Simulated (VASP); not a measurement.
Here is a VASP 6.6.1 calculation.

INCAR

```
SYSTEM = Na
  PREC = Accurate
  ENCUT = 520
  EDIFF = 1E-6
  ISMEAR = 0
  SIGMA = 0.15
  LREAL = .False.
  LASPH = .True.
  NELM = 80
  ALGO = Fast
  ISIF = 2
  LWAVE = .False.
  LCHARG = .True.
  GGA = PE
  LELF = .True.
  LVHAR = .True.
  NBANDS = 10
```

File KPOINTS:

```
Automatic mesh
0
Gamma
  18 18 18
  0 0 0
```

Contents of POSCAR:

```
Na
1.0
   -1.9926437912      1.9926437912      2.3911725494
    1.9926437912     -1.9926437912      2.3911725494
    1.9926437912      1.9926437912     -2.3911725494
Na
1
Direct
    0.0000000000      0.0000000000      0.0000000000
```

Potentials or basis: VASP PAW PBE potentials, release 64 (Na_pv).

The run is started by

```bash
$ cat potpaw_PBE.64/Na_pv/POTCAR > POTCAR
$ mpirun -np 1 vasp_std > vasp.out
```

Problem. Predict the pressure.

Solution. -0.3 GPa.

Problem. Predict the band gap on the k mesh.

Solution. Zero (an odd number of electrons rules out a gap without spin polarisation).
